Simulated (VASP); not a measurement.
A run of VASP 6.6.1:

File INCAR:

```
SYSTEM = Cu
ALGO = Normal ; EDIFF = 1E-6
ENCUT = 600 ; GGA = PE
GGA_COMPAT = .False. ; ISIF = 2
ISMEAR = -1 ; LASPH = .True.
LCHARG = .False. ; LREAL = .False.
LWAVE = .False. ; NBANDS = 12
NELM = 120 ; PREC = Accurate
SIGMA = 0.05
```

The input KPOINTS:

```
k-points
0
Gamma
  17 17 17
  0 0 0
```

Contents of POSCAR:

```
Cu
1.0
    0.0000000000      1.8075000000      1.8075000000
    1.8075000000      0.0000000000      1.8075000000
    1.8075000000      1.8075000000      0.0000000000
Cu
1
Direct
    0.0000000000      0.0000000000      0.0000000000
```

Potentials or basis: VASP PAW PBE potentials, release 64 (Cu).

Run with:

```console
$ cat potpaw_PBE.64/Cu/POTCAR > POTCAR
$ mpirun -np 1 vasp_std > vasp.out
```

Hardware: 1 thread of AMD EPYC 9R45 96-Core Processor (Zen 5), with other jobs on the host.

**Question.** Estimate the wall time of this run.

**Answer.** It took 12 s on 1 thread of AMD EPYC 9R45 96-Core Processor (Zen 5), on a shared host, peak memory 0.11 GiB. Counts: scf iterations 12, k points 165.
